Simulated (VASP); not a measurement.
Crystal: Cu.

```xyz
2
Lattice="2.5341 0.0000 0.0000 -1.2670 2.1946 0.0000 0.0000 0.0000 4.1126" Properties=species:S:1:pos:R:3 pbc="T T T"
Cu    1.2670    0.7315    3.0844
Cu    0.0000    1.4631    1.0281
```

```yaml
Program: VASP 6.6.1
Task: relaxation of cell and atoms
Functional: PBEsol
Dispersion: D3(BJ)
Potentials_or_basis: VASP PAW PBE potentials, release 64 (Cu)
Cutoff: 600 eV
k_mesh: 12 × 12 × 7
Occupations: fermi-dirac, width 0.05 eV
Spin: no spin polarisation
```

At the start: pressure -7.7 GPa; volume 11.44 Å³/atom.

**Question.** How do energy, volume and symmetry change on relaxing?

**Answer.** Over 7 steps the energy falls by 15.4 meV/atom and the volume is 10.87 Å³/atom (-5.0 %); space group P6_3/mmc (No. 194, to 0.05 Å).

Step by step:
| step | energy change (eV) | largest force (eV/Å) | pressure (GPa) | volume (Å³) |
| --- | --- | --- | --- | --- |
| 1 | 0.0000 | 0.0000 | -7.68 | 22.87 |
| 2 | -0.0190 | 0.0000 | 7.47 | 21.10 |
| 3 | -0.0306 | 0.0000 | 0.07 | 21.72 |
| 4 | -0.0306 | 0.0000 | -0.28 | 21.74 |
| 5 | -0.0307 | 0.0000 | -0.98 | 21.74 |
| 6 | -0.0307 | 0.0000 | 0.23 | 21.74 |
| 7 | -0.0307 | 0.0000 | -0.03 | 21.73 |

Final structure:
```cif
data_structure
_symmetry_space_group_name_H-M 'P 1'
_symmetry_Int_Tables_number 1
_cell_length_a 2.4889
_cell_length_b 2.4889
_cell_length_c 4.0515
_cell_angle_alpha 90.000
_cell_angle_beta 90.000
_cell_angle_gamma 120.000
_cell_volume 21.73
loop_
_atom_site_label
_atom_site_type_symbol
_atom_site_fract_x
_atom_site_fract_y
_atom_site_fract_z
_atom_site_occupancy
Cu1 Cu 0.66667 0.33333 0.75000 1
Cu2 Cu 0.33333 0.66667 0.25000 1
```

Caveat: the PAW data sets were made with another functional, which shifts forces and pressure a little; pairwise dispersion overbinds metals, which lowers pressure and volume.
